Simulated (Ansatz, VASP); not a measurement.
# Two plane-wave programs on CdTe

```
CELL_PARAMETERS angstrom
0.00000 2.97788 2.97788
2.97788 0.00000 2.97788
2.97788 2.97788 0.00000
ATOMIC_POSITIONS crystal
Cd 0.50000 0.50000 0.50000
Te 0.00000 0.00000 0.00000
```

Alike in both runs: task single point; functional PBEsol; k mesh 8 × 8 × 8; occupations gaussian, width 0.05 eV; no spin polarisation.

|  | VASP | Ansatz |
| --- | --- | --- |
| version | VASP 6.6.1 | Ansatz 0.2.0 |
| potentials or method | VASP PAW PBE potentials, release 64 (Cd, Te), cutoff 520 eV | scalar-relativistic, plane waves, PAW |
| valence electrons in the cell | 18 | 36 |

|  | VASP | Ansatz | Ansatz less VASP |
| --- | --- | --- | --- |
| pressure (GPa) | 1.5 | 1.2 | -0.28 |

VASP's potentials were made for PBE, not for PBEsol. VASP's potentials hold 18 valence electrons a cell and Ansatz's 36, so a difference there can come from the potentials and not from the codes.

Spin-orbit coupling is off throughout.
